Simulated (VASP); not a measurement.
Yb: single point with revPBE

Crystal: Yb.

```xyz
1
Lattice="-2.1515 2.1515 2.1515 2.1515 -2.1515 2.1515 2.1515 2.1515 -2.1515" Properties=species:S:1:pos:R:3 pbc="T T T"
Yb    0.0000    0.0000    0.0000
```

This cell differs from its parent crystal: volume scaled by 1.08.

* Program: VASP 6.6.1
* Task: single point
* Functional: revPBE
* Potentials or basis: VASP PAW PBE potentials, release 64 (Yb)
* Cutoff: 520 eV
* k mesh: 12 × 12 × 12
* Occupations: fermi-dirac, width 0.1 eV
* Spin: no spin polarisation

The pressure is -3.2 GPa. The band gap on the k mesh is zero (band 12 reaches 1.70 eV, above the bottom of band 13 at 1.02 eV).

Levels at points of the mesh, in eV from the Fermi level:
```
           k point  band 8  band 9  band 10  band 11  band 12  band 13  band 14  band 15  band 16  band 17
(0.00, 0.00, 0.00)   -0.56   -0.46    -0.46    -0.46    -0.44     2.80     2.80     2.80     4.51     4.51
(0.50, 0.00, 0.00)   -0.54   -0.49    -0.48    -0.47    -0.46     0.31     1.33     4.19     5.16     6.78
(0.50, 0.50, 0.50)   -0.54   -0.46    -0.46    -0.46    -0.36    -0.36     4.57     4.57     4.57     6.25
```

It used 160 s of CPU time on 1 thread of AMD EPYC 7R13 Processor (Zen 3), on a shared host.

Caveat: the PAW data sets were made with another functional, which shifts forces and pressure a little; spin-orbit coupling is left out, which moves the levels of the heavy elements. Spin polarisation is off, so any magnetic state and its effect on volume and gap are missing.
